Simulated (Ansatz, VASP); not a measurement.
## One calculation of SrTiO3, two programs

POSCAR

```
SrTiO3
1.0
    3.9177112476      0.0000000000      0.0000000000
    0.0000000000      3.9177112476      0.0000000000
    0.1762970061      0.0000000000      3.9177112476
Sr Ti O
1 1 3
Direct
    0.0000000000      0.0000000000      0.0000000000
    0.5000000000      0.5000000000      0.5000000000
    0.5000000000      0.0000000000      0.5000000000
    0.5000000000      0.5000000000      0.0000000000
    0.0000000000      0.5000000000      0.5000000000
```

The input INCAR.step1:

```
PREC = Accurate ; ENCUT = 910
ISMEAR = 0 ; SIGMA = 0.02
LREAL = False ; LASPH = True
NELM = 200 ; LMAXMIX = 4
LDAU = True ; LDAUTYPE = 2
LDAUL = -1 2 -1 ; LDAUU = 0 4 0
LDAUJ = 0 0 0 ; NBANDS = 28
GGA = PE ; ALGO = Normal
EDIFF = 1E-5 ; LWAVE = True
LCHARG = False ; GGA_COMPAT = False
```

INCAR.step2

```
PREC = Accurate ; ENCUT = 910
EDIFF = 1E-6 ; ISMEAR = 0
SIGMA = 0.02 ; LREAL = False
LASPH = True ; NELM = 200
ALGO = Normal ; ISIF = 2
LWAVE = False ; LCHARG = False
LMAXMIX = 4 ; LDAU = True
LDAUTYPE = 2 ; LDAUL = -1 2 -1
LDAUU = 0 4 0 ; LDAUJ = 0 0 0
LDAUPRINT = 1 ; METAGGA = R2SCAN
LMIXTAU = True ; NBANDS = 28
ISTART = 1 ; GGA_COMPAT = False
```

File KPOINTS:

```
regular mesh
0
Gamma
  6 6 6
```

Input for Ansatz:

```yaml
crystal:
  lattice:
    - [3.9177112476, 0.0, 0.0]
    - [0.0, 3.9177112476, 0.0]
    - [0.1762970061, 0.0, 3.9177112476]
  atoms:
    - { symbol: Sr, position: [0.0, 0.0, 0.0] }
    - { symbol: Ti, position: [0.5, 0.5, 0.5] }
    - { symbol: O, position: [0.5, 0.0, 0.5] }
    - { symbol: O, position: [0.5, 0.5, 0.0] }
    - { symbol: O, position: [0.0, 0.5, 0.5] }
basis:
  ecutwfc: 500
kpoints:
  mp_grid: { grid: [6, 6, 6] }
hamiltonian:
  xc: r2scan
  hubbard: { sites: [{ species: Ti, l: d, u_eff: 4.0 }] }
scf:
  occupations: { method: gaussian, width: 0.02 }
output:
  forces: true
  stress: true
  eigenvalues: true
```

Change from the starting cell: shear of c along a, cell held, atoms relaxed: +4.5 %.

Alike in both runs: task single point; functional r2SCAN; k mesh 6 × 6 × 6; occupations gaussian, width 0.02 eV; no spin polarisation; Hubbard terms Ti d U = 4.0 eV.

|  | VASP | Ansatz |
| --- | --- | --- |
| version | VASP 6.6.1 | Ansatz 0.2.0 |
| potentials or method | VASP PAW PBE potentials, release 64 (Sr_sv, Ti_sv, O_h), cutoff 910 eV | scalar-relativistic, plane waves, PAW |
| valence electrons in the cell | 40 | 40 |

```csv
,VASP,Ansatz,Ansatz less VASP
gap on the k mesh at the Fermi level (eV),2.72,2.67,-0.049
least direct gap on the mesh (eV),3.05,2.99,-0.058
```

VASP's potentials were made for PBE, not for r2SCAN. The programs project onto different local orbitals, so the same U acts differently, and such runs can settle in different states.

Noted on VASP's run: the cutoff is under 1.25 times that of the potentials, so the pressure is a little rough.
